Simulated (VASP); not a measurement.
# TiPdSe4 (P6/mmm) in VASP: single point with PBE

Aim: the single point of TiPdSe4 with PBE.

All numbers are computed with VASP 6.6.1; they aren't measurements. Logs are shortened: lines on timing, memory, paths and dates and some standing lists are left out, and cuts for length are marked.

## Step 1: The cell of the first run

It takes space group P6/mmm (No. 191, hexagonal). The conventional cell has a = 4.901 Å, b = 4.901 Å, c = 5.670 Å, α = 90.00°, β = 90.00°, γ = 120.00°. Within 3.7 Å of Ti (site symmetry 6/mmm) lie 6 Se at 2.83 Å and 2 Pd at 2.84 Å. Within 3.7 Å of Pd (site symmetry 6/mmm) lie 6 Se at 2.83 Å and 2 Ti at 2.84 Å. Se (site symmetry -6m2) has 5 Se at 2.83 to 2.84 Å and 3 Ti at 2.83 Å within 3.7 Å. Se (site symmetry -6m2) has 5 Se at 2.83 to 2.84 Å and 3 Pd at 2.83 Å within 3.7 Å.

## Step 2: Single point, PBE, collinear spin, ferromagnetic start

Contents of INCAR:

```
ALGO = Normal ; EDIFF = 1E-7
ENCUT = 520 ; GGA = PE
ISIF = 2 ; ISMEAR = 0
ISPIN = 2 ; LASPH = T
LCHARG = F ; LMAXMIX = 4
LORBIT = 11 ; LREAL = F
LWAVE = F ; MAGMOM = 1 0 0 0 0 0
NBANDS = 36 ; NELM = 150
PREC = Accurate ; SIGMA = 0.15
```

Contents of KPOINTS:

```
k-points
0
Gamma
  3 3 2
```

Contents of POSCAR:

```
TiPdSe4
1.0
    4.9009524655      0.0000000027      0.0000000000
   -2.4504762351      4.2443493365      0.0000000000
    0.0000000000      0.0000000000      5.6701619747
Ti Pd Se
1 1 4
Direct
    0.0000000000      0.0000000000      0.0000000000
    0.0000000000      0.0000000000      0.5000000000
    0.3333333333      0.6666666667      0.0000000000
    0.6666666667      0.3333333333      0.0000000000
    0.3333333333      0.6666666667      0.5000000000
    0.6666666667      0.3333333333      0.5000000000
```

Potentials or basis: VASP PAW PBE potentials, release 64 (Ti_sv, Pd, Se).

The run is started by

```
$ cat potpaw_PBE.64/Ti_sv/POTCAR potpaw_PBE.64/Pd/POTCAR potpaw_PBE.64/Se/POTCAR > POTCAR
$ mpirun -np 1 vasp_std > vasp.out
```

OUTCAR:

```text
EDIFF = 1E-7
   ENCUT = 520
   GGA = PE
   ISIF = 2
   ISMEAR = 0
   ISPIN = 2
   LASPH = T
   LORBIT = 11
   LREAL = F
   NELM = 150
   PREC = Accurate

 ion  position               nearest neighbor table
   1  0.000  0.000  0.000-   3 2.83   4 2.83   3 2.83   4 2.83   4 2.83   3 2.83   2 2.84   2 2.84

   2  0.000  0.000  0.500-   5 2.83   6 2.83   5 2.83   6 2.83   6 2.83   5 2.83   1 2.84   1 2.84

   3  0.333  0.667  0.000-   1 2.83   1 2.83   1 2.83
   4  0.667  0.333  0.000-   1 2.83   1 2.83   1 2.83
   5  0.333  0.667  0.500-   2 2.83   2 2.83   2 2.83
   6  0.667  0.333  0.500-   2 2.83   2 2.83   2 2.83

  LATTYP: Found a hexagonal cell.
 ALAT       =     4.9009524655
 C/A-ratio  =     1.1569510242

  Lattice vectors:

 A1 = (   4.9009524655,   0.0000000027,   0.0000000000)
 A2 = (  -2.4504762351,   4.2443493365,   0.0000000000)
 A3 = (   0.0000000000,   0.0000000000,   5.6701619747)

Analysis of symmetry for initial positions (statically):
=====================================================================
 Subroutine PRICEL returns:
 Original cell was already a primitive cell.

 Routine SETGRP: Setting up the symmetry group for a
 hexagonal supercell.

 Subroutine GETGRP returns: Found 24 space group operations
 (whereof 24 operations were pure point group operations)
 out of a pool of 24 trial point group operations.

The static configuration has the point symmetry D_6h.

Analysis of symmetry for dynamics (positions and initial velocities):
=====================================================================
 Subroutine PRICEL returns:
 Original cell was already a primitive cell.

 Routine SETGRP: Setting up the symmetry group for a
 hexagonal supercell.

 Subroutine GETGRP returns: Found 24 space group operations
 (whereof 24 operations were pure point group operations)
 out of a pool of 24 trial point group operations.

The dynamic configuration has the point symmetry D_6h.

Analysis of structural, dynamic, and magnetic symmetry:
=====================================================================
 Subroutine PRICEL returns:
 Original cell was already a primitive cell.

 Routine SETGRP: Setting up the symmetry group for a
 hexagonal supercell.

 Subroutine GETGRP returns: Found 24 space group operations
 (whereof 24 operations were pure point group operations)
 out of a pool of 24 trial point group operations.

The overall configuration has the point symmetry D_6h.

 Subroutine INISYM returns: Found 24 space group operations
 (whereof 24 operations are pure point group operations),
 and found     1 'primitive' translations

----------------------------------------------------------------------------------------

                                     Primitive cell

  volume of cell :     117.9470

  direct lattice vectors                    reciprocal lattice vectors
     4.900952465  0.000000003  0.000000000     0.204041971  0.117803687  0.000000000
    -2.450476235  4.244349337  0.000000000    -0.000000000  0.235607374  0.000000000
     0.000000000  0.000000000  5.670161975     0.000000000  0.000000000  0.176361805

  length of vectors
     4.900952465  4.900952465  5.670161975     0.235607374  0.235607374  0.176361805

  position of ions in fractional coordinates (direct lattice)
     0.000000000  0.000000000  0.000000000
     0.000000000  0.000000000  0.500000000
     0.333333333  0.666666667  0.000000000
     0.666666667  0.333333333  0.000000000
     0.333333333  0.666666667  0.500000000
     0.666666667  0.333333333  0.500000000

  ion indices of the primitive-cell ions
   primitive index   ion index
                 1           1
                 2           2
                 3           3
                 4           4
                 5           5
                 6           6

----------------------------------------------------------------------------------------

 KPOINTS: k-points

Automatic generation of k-mesh.
 Grid dimensions read from file:
 generate k-points for:    3    3    2

 Generating k-lattice:

  Cartesian coordinates                     Fractional coordinates (reciprocal lattice)
     0.068013990  0.039267896  0.000000000     0.333333333  0.000000000  0.000000000
    -0.000000000  0.078535791  0.000000000     0.000000000  0.333333333  0.000000000
     0.000000000  0.000000000  0.088180902     0.000000000  0.000000000  0.500000000

  Length of vectors
     0.078535791  0.078535791  0.088180902

  Shift w.r.t. Gamma in fractional coordinates (k-lattice)
     0.000000000  0.000000000  0.000000000

 Subroutine IBZKPT returns following result:
 ===========================================

 Found      6 irreducible k-points:

 Following reciprocal coordinates:
            Coordinates               Weight
  0.000000  0.000000  0.000000      1.000000
  0.333333  0.000000  0.000000      6.000000
  0.333333  0.333333  0.000000      2.000000
  0.000000  0.000000  0.500000      1.000000
  0.333333  0.000000  0.500000      6.000000
  0.333333  0.333333  0.500000      2.000000
   k-points           NKPTS =      6   k-points in BZ     NKDIM =      6   number of bands    NBANDS=     36
   number of dos      NEDOS =    301   number of ions     NIONS =      6
   total plane-waves  NPLWV =  54432
   dimension x,y,z NGX =    36 NGY =   36 NGZ =   42
   dimension x,y,z NGXF=    72 NGYF=   72 NGZF=   84
   ions per type =               1   1   4
   NGX,Y,Z   is equivalent  to a cutoff of  12.21, 12.21, 12.31 a.u.
   NGXF,Y,Z  is equivalent  to a cutoff of  24.42, 24.42, 24.63 a.u.
 SYSTEM =  unknown system
   PREC   = accura    normal or accurate (medium, high low for compatibility)
   ISTART =      0    job   : 0-new  1-cont  2-samecut
   ICHARG =      2    charge: 1-file 2-atom 10-const
   ISPIN  =      2    spin polarized calculation?
   LNONCOLLINEAR =      F non collinear calculations
   LSORBIT =      F    spin-orbit coupling
   LASPH  =      T    aspherical Exc in radial PAW
   ENCUT  =  520.0 eV  38.22 Ry    6.18 a.u.   9.11  9.11 10.54*2*pi/ulx,y,z
   NELM   =    150;   NELMIN=  2; NELMDL= -5     # of ELM steps
   EDIFF  = 0.1E-06   stopping-criterion for ELM
   LREAL  =      F    real-space projection
   EDIFFG = 0.1E-05   stopping-criterion for IOM
   NSW    =      0    number of steps for IOM
   IBRION =     -1    ionic relax: 0-MD 1-quasi-New 2-CG
   NFREE  =      0    steps in history (QN), initial steepest desc. (CG)
   ISIF   =      2    stress and relaxation
   ISYM   =      2    0-nonsym 1-usesym 2-fastsym
   POTIM  = 0.5000    time-step for ionic-motion
   TEBEG  =    0.0;   TEEND  =   0.0 temperature during run
   PSTRESS=    0.0 pullay stress
   NELECT =      46.0000    total number of electrons
   NUPDOWN=      -1.0000    fix difference up-down
   EMIN   =  10.00;   EMAX   =-10.00  energy-range for DOS
   EFERMI =   0.00;   METHOD = LEGACY
   ISMEAR =     0;   SIGMA  =   0.15  broadening in eV -4-tet -1-fermi 0-gaus
   EFERMI_NEDOS =   21; number of points for ismear=-14 and -15
   IALGO  =     38    algorithm
   IMIX   =      4    mixing-type and parameters
     AMIX     =   0.40;   BMIX     =  1.00
     AMIX_MAG =   1.60;   BMIX_MAG =  1.00
  volume/ion in A,a.u.               =      19.66       132.66
  Fermi-wavevector in a.u.,A,eV,Ry     =   1.196093  2.260289 19.465030  1.430639
  Thomas-Fermi vector in A             =   2.332042
   LORBIT       =     11    0 simple, 1 ext, 2 COOP (PROOUT), +10 PAW based schemes
   GGA     = PE    functional components
   LHFCALC =     F    Hartree Fock is set to
   AEXX    =    0.0000 exact exchange contribution
   IVDW    =     0    specifies the selected vdW correction
   LEPSILON=     F    determine dielectric tensor
   LRPA    =     F    only Hartree local field effects (RPA)
 spin polarized calculation
 Gauss-broadening in eV      SIGMA  =   0.15
  energy-cutoff  :      520.00
  volume of cell :      117.95
 maximum number of plane-waves:      3198
   NGX = 19   NGY = 19   NGZ = 21

 number of electron      45.9999994 magnetization      -0.0006464

 number of electron      45.9999994 magnetization       0.0002833

 Free energy of the ion-electron system (eV)
  ---------------------------------------------------
  ext. energy  EPLUGINS =         0.00000000
  ---------------------------------------------------
  free energy    TOTEN  =       -27.65828314 eV

  energy without entropy =      -27.57713842  energy(sigma->0) =      -27.61771078

 E-fermi :   6.2711     XC(G=0): -10.7747

 val. band max:        6.2692799765   @ k =   0.3333   0.0000   0.5000
 cond. band min:       6.4742223459   @ k =   0.0000   0.0000   0.0000
 fundamental gap:      0.2049423694
 Fermi energy:         6.2710513905

 spin component 1

 k-point     1 :       0.0000    0.0000    0.0000
  band No.  band energies     occupation
      1     -51.6063      1.00000
      2     -27.9639      1.00000
      3     -27.7701      1.00000
      4     -27.7701      1.00000
      5      -9.2464      1.00000
      6      -7.2222      1.00000
[... 27 lines left out ...]
     34      11.3539      0.00000
     35      13.5457      0.00000

 k-point     2 :       0.3333    0.0000    0.0000
  band No.  band energies     occupation
      1     -51.6062      1.00000
      2     -27.9638      1.00000
      3     -27.7727      1.00000
      4     -27.7707      1.00000
      5      -8.6694      1.00000
      6      -6.8966      1.00000
[... 27 lines left out ...]
     34      12.3872      0.00000
     35      12.8633      0.00000
[... 112 lines left out ...]
     34      13.8839      0.00000
     35      13.9537      0.00000

 k-point     6 :       0.3333    0.3333    0.5000
  band No.  band energies     occupation
      1     -51.6061      1.00000
      2     -27.9660      1.00000
      3     -27.7726      1.00000
      4     -27.7726      1.00000
      5      -7.0639      1.00000
      6      -7.0639      1.00000
[... 27 lines left out ...]
     34      13.3405      0.00000
     35      15.6527      0.00000
 Fermi energy:         6.2710513905

 spin component 2

 k-point     1 :       0.0000    0.0000    0.0000
  band No.  band energies     occupation
      1     -51.6061      1.00000
      2     -27.9636      1.00000
      3     -27.7700      1.00000
      4     -27.7700      1.00000
      5      -9.2464      1.00000
      6      -7.2222      1.00000
[... 27 lines left out ...]
     34      11.3539      0.00000
     35      13.5458      0.00000

 k-point     2 :       0.3333    0.0000    0.0000
  band No.  band energies     occupation
      1     -51.6060      1.00000
      2     -27.9635      1.00000
      3     -27.7726      1.00000
      4     -27.7706      1.00000
      5      -8.6694      1.00000
      6      -6.8966      1.00000
[... 27 lines left out ...]
     34      12.3872      0.00000
     35      12.8633      0.00000
[... 112 lines left out ...]
     34      13.8839      0.00000
     35      13.9537      0.00000

 k-point     6 :       0.3333    0.3333    0.5000
  band No.  band energies     occupation
      1     -51.6059      1.00000
      2     -27.9657      1.00000
      3     -27.7724      1.00000
      4     -27.7724      1.00000
      5      -7.0639      1.00000
      6      -7.0639      1.00000
[... 27 lines left out ...]
     34      13.3405      0.00000
     35      15.6526      0.00000
 [bands above 35 left out]

------------------------ aborting loop because EDIFF is reached ----------------------------------------

  FORCE on cell =-STRESS in cart. coord.  units (eV):
  Direction    XX          YY          ZZ          XY          YZ          ZX
  --------------------------------------------------------------------------------------
  -------------------------------------------------------------------------------------
  Total       -0.2350954     -0.2350954      0.2531628      0.0000000      0.0000000     -0.0000000
  in kB       -3.1935059     -3.1935059      3.4389304      0.0000000      0.0000000     -0.0000000
  external PRESSURE =      -0.9826938 kB  Pullay stress =       0.0000000 kB

 VOLUME and BASIS-vectors are now :
 -----------------------------------------------------------------------------
  energy-cutoff  :      520.00
  volume of cell :      117.95
      direct lattice vectors                 reciprocal lattice vectors
     4.900952465  0.000000003  0.000000000     0.204041971  0.117803687  0.000000000
    -2.450476235  4.244349337  0.000000000    -0.000000000  0.235607374  0.000000000
     0.000000000  0.000000000  5.670161975     0.000000000  0.000000000  0.176361805

 POSITION                                       TOTAL-FORCE (eV/Angst)
 -----------------------------------------------------------------------------------
      0.00000      0.00000      0.00000         0.000000     -0.000000     -0.000000
      0.00000      0.00000      2.83508         0.000000     -0.000000     -0.000000
     -0.00000      2.82957      0.00000        -0.000000      0.000000     -0.000000
      2.45048      1.41478      0.00000         0.000000     -0.000000      0.000000
     -0.00000      2.82957      2.83508         0.000000     -0.000000     -0.000000
      2.45048      1.41478      2.83508        -0.000000      0.000000      0.000000
 -----------------------------------------------------------------------------------
    total drift:                               -0.000000     -0.000000      0.000000

  FREE ENERGIE OF THE ION-ELECTRON SYSTEM (eV)
  ---------------------------------------------------
  free  energy   TOTEN  =       -27.6582831432 eV

  energy  without entropy=      -27.5771384178  energy(sigma->0) =      -27.61771078

 total charge

# of ion       s       p       d       tot
------------------------------------------
    1        2.148   6.059   1.807  10.014
    2        0.385   0.314   8.568   9.267
    3        1.513   2.194   0.064   3.771
    4        1.513   2.194   0.064   3.771
    5        1.545   2.088   0.063   3.696
    6        1.545   2.088   0.063   3.696
--------------------------------------------------
tot          8.648  14.937  10.629  34.214

 magnetization (x)

# of ion       s       p       d       tot
------------------------------------------
    1        0.000   0.000   0.000   0.000
    2        0.000   0.000   0.000   0.000
    3        0.000  -0.000   0.000  -0.000
    4        0.000  -0.000   0.000  -0.000
    5        0.000   0.000   0.000   0.000
    6        0.000   0.000   0.000   0.000
--------------------------------------------------
tot          0.000   0.000   0.000   0.000
```

It took 1.9 min on 1 thread of AMD EPYC 9R45 (Zen 5), shared host; peak memory 0.25 GiB.

Results:

```
Free energy                                           : -27.6583 eV
Pressure                                              : -0.1 GPa
Band gap on the k mesh                                : zero (filled and empty bands overlap)
Net moment                                            : 0.00 μB per cell
Valence electrons inside the program's atomic spheres : Ti 10.01; Pd 9.27; Se 3.77, 3.70
```

Caveat: the k points lie up to 0.55 Å⁻¹ apart.
